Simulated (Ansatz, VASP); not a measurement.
## Os in VASP and in Ansatz

Contents of INCAR:

```
AGGAC = 1.0 ; AGGAX = 1.0
ALDAC = 0.0 ; ALDAX = 1.0
ALGO = Normal ; EDIFF = 1E-6
ENCUT = 520 ; GGA = B5
ISIF = 2 ; ISMEAR = -1
LASPH = True ; LCHARG = True
LELF = True ; LREAL = False
LVHAR = True ; LWAVE = False
NBANDS = 10 ; NELM = 80
PREC = Accurate ; SIGMA = 0.1
```

File KPOINTS:

```
k-points
0
Gamma
  16 16 16
```

Contents of POSCAR:

```
Os
1.0
    0.0000000000      2.0321073392      2.0321073392
    2.0321073392      0.0000000000      2.0321073392
    2.0321073392      2.0321073392      0.0000000000
Os
1
Direct
    0.0000000000      0.0000000000      0.0000000000
```

Input for Ansatz:

```yaml
crystal:
  lattice:
    - [0.0, 2.0321073392, 2.0321073392]
    - [2.0321073392, 0.0, 2.0321073392]
    - [2.0321073392, 2.0321073392, 0.0]
  atoms:
    - { symbol: Os, position: [0.0, 0.0, 0.0] }
hamiltonian:
  xc: blyp
  pseudopotentials:
    kind: paw
    azcp:
      Os: "pseudopotentials/Os.paw.azcp"
basis:
  ecutwfc: 420
  fft_grid_basis: typed
kpoints:
  mp_grid: { grid: [16, 16, 16], shift: [0, 0, 0] }
magnetization:
  spin_polarized: false
scf:
  occupations: { method: fermi_dirac, width: 0.1 }
  lower_state_search: "off"
output:
  stress: true
```

Alike in both runs: task single point; functional BLYP; k mesh 16 × 16 × 16; occupations fermi-dirac, width 0.1 eV; no spin polarisation.

|  | VASP | Ansatz |
| --- | --- | --- |
| version | VASP 6.6.1 | Ansatz 0.2.0 |
| potentials or method | VASP PAW PBE potentials, release 64 (Os), cutoff 520 eV | plane waves (420 eV) with PAW, scalar-relativistic |
| valence electrons in the cell | 8 | 16 |

|  | VASP | Ansatz | Ansatz less VASP |
| --- | --- | --- | --- |
| pressure (GPa) | -27.6 | -29.0 | -1.35 |

VASP's potentials were made for PBE, not for BLYP. VASP's potentials hold 8 valence electrons a cell and Ansatz's 16, so a difference there can come from the potentials and not from the codes.

Spin-orbit coupling is off throughout.
